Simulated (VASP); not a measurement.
# W (P6/mmm) in VASP: a series of runs

W is run at these levels: PBEsol; tasks: single point.

Everything below comes from runs of VASP 6.6.1. Logs are shortened: lines on timing, memory, paths and dates and some standing lists are left out, and cuts for length are marked.

### 1 The cell of the first run

The structure is hexagonal, space group P6/mmm (No. 191). Conventional cell: a = 4.642 Å, b = 4.642 Å, c = 2.583 Å, α = 90.00°, β = 90.00°, γ = 120.00°. W (site symmetry 6/mmm) has 14 W at 2.58 to 2.97 Å within 3.4 Å. Within 3.4 Å of W (site symmetry -6m2) lie 11 W at 2.58 to 2.97 Å.

### 2 Single point, PBEsol

Contents of INCAR:

```
SYSTEM = W
ALGO = Normal
EDIFF = 1E-7
ENCUT = 520
GGA = PS
ISIF = 2
ISMEAR = -1
LASPH = .TRUE.
LCHARG = .FALSE.
LREAL = .FALSE.
LWAVE = .FALSE.
NBANDS = 28
NELM = 100
PREC = Accurate
SIGMA = 0.1
```

Contents of KPOINTS:

```
k-points
0
G
  8 8 11
  0 0 0
```

Contents of POSCAR:

```
W
1.0
    4.6415938687      0.0000000000      0.0000000000
   -2.3207969344      4.0197382044      0.0000000000
    0.0000000000      0.0000000000      2.5833353254
W
3
Direct
    1.0000000000      1.0000000000      0.0000000000
    0.3333333333      0.6666666667      0.5000000000
    0.6666666667      0.3333333333      0.5000000000
```

Potentials or basis: VASP PAW PBE potentials, release 64 (W_sv).

On the command line:

```
$ cat potpaw_PBE.64/W_sv/POTCAR > POTCAR
$ mpirun -np 1 vasp_std > vasp.out
```

OUTCAR:

```text
SYSTEM = W
   EDIFF = 1E-7
   ENCUT = 520
   GGA = PS
   ISIF = 2
   ISMEAR = -1
   LASPH = .TRUE.
   LREAL = .FALSE.
   NELM = 100
   PREC = Accurate

 ion  position               nearest neighbor table
   1  0.000  0.000  0.000-   2 2.97   3 2.97   2 2.97   3 2.97   3 2.97   3 2.97   2 2.97   2 2.97
                             3 2.97   3 2.97   2 2.97   2 2.97
   2  0.333  0.667  0.500-   3 2.68   3 2.68   3 2.68   1 2.97   1 2.97   1 2.97   1 2.97   1 2.97
                             1 2.97
   3  0.667  0.333  0.500-   2 2.68   2 2.68   2 2.68   1 2.97   1 2.97   1 2.97   1 2.97   1 2.97
                             1 2.97

  LATTYP: Found a hexagonal cell.
 ALAT       =     4.6415938687
 C/A-ratio  =     0.5565621204

  Lattice vectors:

 A1 = (   4.6415938687,   0.0000000000,   0.0000000000)
 A2 = (  -2.3207969344,   4.0197382044,   0.0000000000)
 A3 = (   0.0000000000,   0.0000000000,   2.5833353254)

Analysis of symmetry for initial positions (statically):
=====================================================================
 Subroutine PRICEL returns:
 Original cell was already a primitive cell.

 Routine SETGRP: Setting up the symmetry group for a
 hexagonal supercell.

 Subroutine GETGRP returns: Found 24 space group operations
 (whereof 24 operations were pure point group operations)
 out of a pool of 24 trial point group operations.

The static configuration has the point symmetry D_6h.

Analysis of symmetry for dynamics (positions and initial velocities):
=====================================================================
 Subroutine PRICEL returns:
 Original cell was already a primitive cell.

 Routine SETGRP: Setting up the symmetry group for a
 hexagonal supercell.

 Subroutine GETGRP returns: Found 24 space group operations
 (whereof 24 operations were pure point group operations)
 out of a pool of 24 trial point group operations.

The dynamic configuration has the point symmetry D_6h.

 Subroutine INISYM returns: Found 24 space group operations
 (whereof 24 operations are pure point group operations),
 and found     1 'primitive' translations

----------------------------------------------------------------------------------------

                                     Primitive cell

  volume of cell :      48.1999

  direct lattice vectors                    reciprocal lattice vectors
     4.641593869  0.000000000  0.000000000     0.215443235  0.124386210  0.000000000
    -2.320796934  4.019738204  0.000000000     0.000000000  0.248772420  0.000000000
     0.000000000  0.000000000  2.583335325     0.000000000  0.000000000  0.387096476

  length of vectors
     4.641593869  4.641593869  2.583335325     0.248772420  0.248772420  0.387096476

  position of ions in fractional coordinates (direct lattice)
     0.000000000  0.000000000  0.000000000
     0.333333333  0.666666667  0.500000000
     0.666666667  0.333333333  0.500000000

  ion indices of the primitive-cell ions
   primitive index   ion index
                 1           1
                 2           2
                 3           3

----------------------------------------------------------------------------------------

 KPOINTS: k-points

Automatic generation of k-mesh.
 Grid dimensions read from file:
 generate k-points for:    8    8   11

 Generating k-lattice:

  Cartesian coordinates                     Fractional coordinates (reciprocal lattice)
     0.026930404  0.015548276  0.000000000     0.125000000  0.000000000  0.000000000
     0.000000000  0.031096552  0.000000000     0.000000000  0.125000000  0.000000000
     0.000000000  0.000000000  0.035190589     0.000000000  0.000000000  0.090909091

  Length of vectors
     0.031096552  0.031096552  0.035190589

  Shift w.r.t. Gamma in fractional coordinates (k-lattice)
     0.000000000  0.000000000  0.000000000

 Subroutine IBZKPT returns following result:
 ===========================================

 Found     60 irreducible k-points:

 Following reciprocal coordinates:
            Coordinates               Weight
  0.000000  0.000000  0.000000      1.000000
  0.125000  0.000000  0.000000      6.000000
  0.250000  0.000000  0.000000      6.000000
  0.375000  0.000000  0.000000      6.000000
  0.500000  0.000000  0.000000      3.000000
  0.125000  0.125000  0.000000      6.000000
[... 16 lines left out ...]
  0.250000  0.000000  0.181818     12.000000
  0.375000  0.000000  0.181818     12.000000
 [... further k-points ...]
   k-points           NKPTS =     60   k-points in BZ     NKDIM =     60   number of bands    NBANDS=     28
   number of dos      NEDOS =    301   number of ions     NIONS =      3
   total plane-waves  NPLWV =  25920
   dimension x,y,z NGX =    36 NGY =   36 NGZ =   20
   dimension x,y,z NGXF=    72 NGYF=   72 NGZF=   40
   ions per type =               3
   NGX,Y,Z   is equivalent  to a cutoff of  12.89, 12.89, 12.87 a.u.
   NGXF,Y,Z  is equivalent  to a cutoff of  25.79, 25.79, 25.74 a.u.
 SYSTEM =  W
   PREC   = accura    normal or accurate (medium, high low for compatibility)
   ISTART =      0    job   : 0-new  1-cont  2-samecut
   ICHARG =      2    charge: 1-file 2-atom 10-const
   ISPIN  =      1    spin polarized calculation?
   LNONCOLLINEAR =      F non collinear calculations
   LSORBIT =      F    spin-orbit coupling
   LASPH  =      T    aspherical Exc in radial PAW
   ENCUT  =  520.0 eV  38.22 Ry    6.18 a.u.   8.63  8.63  4.80*2*pi/ulx,y,z
   NELM   =    100;   NELMIN=  2; NELMDL= -5     # of ELM steps
   EDIFF  = 0.1E-06   stopping-criterion for ELM
   LREAL  =      F    real-space projection
   EDIFFG = 0.1E-05   stopping-criterion for IOM
   NSW    =      0    number of steps for IOM
   IBRION =     -1    ionic relax: 0-MD 1-quasi-New 2-CG
   NFREE  =      0    steps in history (QN), initial steepest desc. (CG)
   ISIF   =      2    stress and relaxation
   ISYM   =      2    0-nonsym 1-usesym 2-fastsym
   POTIM  = 0.5000    time-step for ionic-motion
   TEBEG  =    0.0;   TEEND  =   0.0 temperature during run
   PSTRESS=    0.0 pullay stress
   NELECT =      42.0000    total number of electrons
   NUPDOWN=      -1.0000    fix difference up-down
   EMIN   =  10.00;   EMAX   =-10.00  energy-range for DOS
   EFERMI =   0.00;   METHOD = LEGACY
   ISMEAR =    -1;   SIGMA  =   0.10  broadening in eV -4-tet -1-fermi 0-gaus
   EFERMI_NEDOS =   21; number of points for ismear=-14 and -15
   IALGO  =     38    algorithm
   IMIX   =      4    mixing-type and parameters
     AMIX     =   0.40;   BMIX     =  1.00
     AMIX_MAG =   1.60;   BMIX_MAG =  1.00
  volume/ion in A,a.u.               =      16.07       108.42
  Fermi-wavevector in a.u.,A,eV,Ry     =   1.563661  2.954891 33.266745  2.445037
  Thomas-Fermi vector in A             =   2.666400
   LORBIT       =      0    0 simple, 1 ext, 2 COOP (PROOUT), +10 PAW based schemes
   GGA     = PS    functional components
   LHFCALC =     F    Hartree Fock is set to
   AEXX    =    0.0000 exact exchange contribution
   IVDW    =     0    specifies the selected vdW correction
   LEPSILON=     F    determine dielectric tensor
   LRPA    =     F    only Hartree local field effects (RPA)
 non-spin polarized calculation
  energy-cutoff  :      520.00
  volume of cell :       48.20
 maximum number of plane-waves:      1318
 NGX is ok and might be reduce to    36
   NGX = 17   NGY = 17   NGZ =  9

 number of electron      42.0000013 magnetization

 Free energy of the ion-electron system (eV)
  ---------------------------------------------------
  ext. energy  EPLUGINS =         0.00000000
  ---------------------------------------------------
  free energy    TOTEN  =       -39.80102790 eV

  energy without entropy =      -39.67490316  energy(sigma->0) =      -39.73796553

 E-fermi :  10.8552     XC(G=0): -13.6592

 val. band max:       10.8536447563   @ k =   0.2500   0.0000   0.4545
 cond. band min:      10.8625716657   @ k =   0.1250   0.1250   0.2727
 fundamental gap:      0.0089269094
 Fermi energy:        10.8551680465

 k-point     1 :       0.0000    0.0000    0.0000
  band No.  band energies     occupation
      1     -63.0649      2.00000
      2     -62.9086      2.00000
      3     -62.8035      2.00000
      4     -27.4998      2.00000
      5     -27.4998      2.00000
      6     -27.4176      2.00000
[... 20 lines left out ...]
     27      16.3825      0.00000
     28      16.3825      0.00000

 k-point     2 :       0.1250    0.0000    0.0000
  band No.  band energies     occupation
      1     -63.0631      2.00000
      2     -62.9066      2.00000
      3     -62.8075      2.00000
      4     -27.5962      2.00000
      5     -27.5676      2.00000
      6     -27.3113      2.00000
[... 20 lines left out ...]
     27      16.0072      0.00000
     28      16.3263      0.00000

 k-point     3 :       0.2500    0.0000    0.0000
  band No.  band energies     occupation
      1     -63.0587      2.00000
      2     -62.9001      2.00000
      3     -62.8186      2.00000
      4     -27.6996      2.00000
      5     -27.5805      2.00000
      6     -27.1803      2.00000
[... 20 lines left out ...]
     27      15.1361      0.00000
     28      16.1538      0.00000

 k-point     4 :       0.3750    0.0000    0.0000
  band No.  band energies     occupation
      1     -63.0545      2.00000
      2     -62.8897      2.00000
      3     -62.8334      2.00000
      4     -27.7678      2.00000
      5     -27.4986      2.00000
      6     -27.1554      2.00000
[... 578 lines left out ...]
     27      14.8763      0.00000
     28      15.2592      0.00000

 k-point    23 :       0.2500    0.0000    0.1818
  band No.  band energies     occupation
      1     -63.0218      2.00000
      2     -62.8665      2.00000
      3     -62.7839      2.00000
      4     -27.6069      2.00000
      5     -27.5063      2.00000
      6     -27.1461      2.00000
[... 20 lines left out ...]
     27      14.0433      0.00000
     28      15.2750      0.00000

 k-point    24 :       0.3750    0.0000    0.1818
  band No.  band energies     occupation
      1     -63.0188      2.00000
      2     -62.8549      2.00000
      3     -62.7986      2.00000
      4     -27.6675      2.00000
      5     -27.4459      2.00000
      6     -27.1831      2.00000
[... 20 lines left out ...]
     27      14.1396      0.00000
     28      15.6277      0.00000

 [... further k-points ...]
[... 5 lines left out ...]
  --------------------------------------------------------------------------------------
  -------------------------------------------------------------------------------------
  Total        0.1551060      0.1551060      0.3463100     -0.0000000      0.0000000     -0.0000000
  in kB        5.1557709      5.1557709     11.5114457     -0.0000000      0.0000000     -0.0000000
  external PRESSURE =       7.2743291 kB  Pullay stress =       0.0000000 kB

 VOLUME and BASIS-vectors are now :
 -----------------------------------------------------------------------------
  energy-cutoff  :      520.00
  volume of cell :       48.20
      direct lattice vectors                 reciprocal lattice vectors
     4.641593869  0.000000000  0.000000000     0.215443235  0.124386210  0.000000000
    -2.320796934  4.019738204  0.000000000     0.000000000  0.248772420  0.000000000
     0.000000000  0.000000000  2.583335325     0.000000000  0.000000000  0.387096476

 POSITION                                       TOTAL-FORCE (eV/Angst)
 -----------------------------------------------------------------------------------
      0.00000      0.00000      0.00000         0.000000      0.000000      0.000000
     -0.00000      2.67983      1.29167        -0.000000     -0.000000     -0.000000
      2.32080      1.33991      1.29167         0.000000      0.000000      0.000000
 -----------------------------------------------------------------------------------
    total drift:                                0.000000      0.000000     -0.000000

  FREE ENERGIE OF THE ION-ELECTRON SYSTEM (eV)
  ---------------------------------------------------
  free  energy   TOTEN  =       -39.8010279004 eV

  energy  without entropy=      -39.6749031627  energy(sigma->0) =      -39.73796553
```

Run time: 26 s. Hardware: 1 thread of Intel Xeon 6975P-C (Granite Rapids), shared host; peak memory 0.2 GiB.

What came out:

| Property | Result |
| --- | --- |
| Free energy | -39.8010 eV |
| Pressure | 0.7 GPa |
| Band gap on the k mesh | zero (band 21 reaches 11.26 eV, above the bottom of band 22 at 10.54 eV) |

Stress tensor (GPa, compression positive):
```
0.52 0.00 0.00
0.00 0.52 0.00
0.00 0.00 1.15
```

Levels at points of the mesh, in eV from the Fermi level:
| k point | band 17 | band 18 | band 19 | band 20 | band 21 | band 22 | band 23 | band 24 | band 25 | band 26 |
| --- | --- | --- | --- | --- | --- | --- | --- | --- | --- | --- |
| (0.00, 0.00, 0.00) | -2.53 | -2.49 | -2.49 | -2.32 | -0.32 | -0.32 | 2.21 | 2.21 | 2.25 | 2.25 |
| (0.50, 0.00, 0.00) | -3.22 | -2.86 | -2.29 | -2.16 | 0.41 | 1.01 | 2.46 | 2.47 | 2.51 | 3.19 |

Caveat: the PAW data sets were made with another functional, which shifts forces and pressure a little; spin-orbit coupling is left out, which moves the levels of the heavy elements.

### 3 Single point, PBEsol (volume scaled by 0.88)

Contents of INCAR:

```
SYSTEM = W
PREC = Accurate
ENCUT = 520
EDIFF = 1E-6
ISMEAR = -1
SIGMA = 0.1
LREAL = .False.
LASPH = .True.
NELM = 60
ALGO = Normal
ISIF = 2
LWAVE = .False.
LCHARG = .True.
GGA = PS
LELF = .True.
LVHAR = .True.
NBANDS = 28
```

Contents of KPOINTS:

```
regular mesh
0
Gamma
  9 9 14
  0 0 0
```

Contents of POSCAR:

```
W
1.0
    4.4479650062      0.0000000000      0.0000000000
   -2.2239825031      3.8520506905      0.0000000000
    0.0000000000      0.0000000000      2.4755688351
W
3
Direct
    1.0000000000      1.0000000000      0.0000000000
    0.3333333333      0.6666666667      0.5000000000
    0.6666666667      0.3333333333      0.5000000000
```

Potentials or basis: VASP PAW PBE potentials, release 64 (W_sv).

On the command line:

```
$ cat potpaw_PBE.64/W_sv/POTCAR > POTCAR
$ mpirun -np 1 vasp_std > vasp.out
```

Wall time 32 s (1 thread of Intel Xeon 6975P-C (Granite Rapids), shared host); peak memory 0.21 GiB.

Results (log left out):

```
Free energy            : -38.9620 eV
Pressure               : 50.9 GPa
Band gap on the k mesh : zero (band 21 reaches 13.54 eV, above the bottom of band 22 at 12.26 eV)
```

Stress tensor (GPa, compression positive):
```
49.25  0.00  0.00
 0.00 49.25  0.00
 0.00  0.00 54.36
```

Levels at points of the mesh, in eV from the Fermi level:
```csv
k point,band 18,band 19,band 20,band 21,band 22,band 23,band 24,band 25
"(0.00, 0.00, 0.00)",-2.79,-2.79,-2.77,-0.53,-0.53,2.43,2.43,2.49
"(0.00, 0.00, 0.50)",-2.73,-1.46,-1.46,0.30,0.30,3.79,3.79,4.82
```

Caveat: the PAW data sets were made with another functional, which shifts forces and pressure a little; spin-orbit coupling is left out, which moves the levels of the heavy elements.
